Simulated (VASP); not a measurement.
SiC, 2 atoms in the cell. Symmetry: F-43m, No. 216, cubic system. Conventional cell: a = 4.358 Å, b = 4.358 Å, c = 4.358 Å, α = 90.00°, β = 90.00°, γ = 90.00°. Within 2.5 Å of Si (site symmetry -43m) lie 4 C at 1.89 Å. C (site symmetry -43m) has 4 Si at 1.89 Å within 2.5 Å. 

| Quantity | Value |
| --- | --- |
| Program | VASP 6.6.1 |
| Task | electric field gradients |
| Functional | LDA |
| Potentials or basis | VASP PAW LDA potentials, release 64 (Si, C) |
| Cutoff | 520 eV |
| k mesh | 17 × 17 × 17 |
| Occupations | fermi-dirac, width 0.02 eV |
| Spin | no spin polarisation |
| Dipole correction | no |
| Further INCAR settings | ALGO = Normal; EDIFF = 1e-08; NBANDS = 11 |

Potentials or basis: VASP PAW LDA potentials, release 64 (Si, C).

Run with:

```bash
$ cat potpaw_LDA.64/Si/POTCAR potpaw_LDA.64/C/POTCAR > POTCAR
$ mpirun -np 1 vasp_std > vasp.out
```

Hardware: 1 thread of AMD EPYC 7R43 64-Core Processor (Zen 3) (shared host).

Q: Estimate the wall time of this run.

A: Run time: 49 s on 1 thread of AMD EPYC 7R43 64-Core Processor (Zen 3) (shared host), peak memory 0.11 GiB. Counts: scf iterations 13, k points 165.
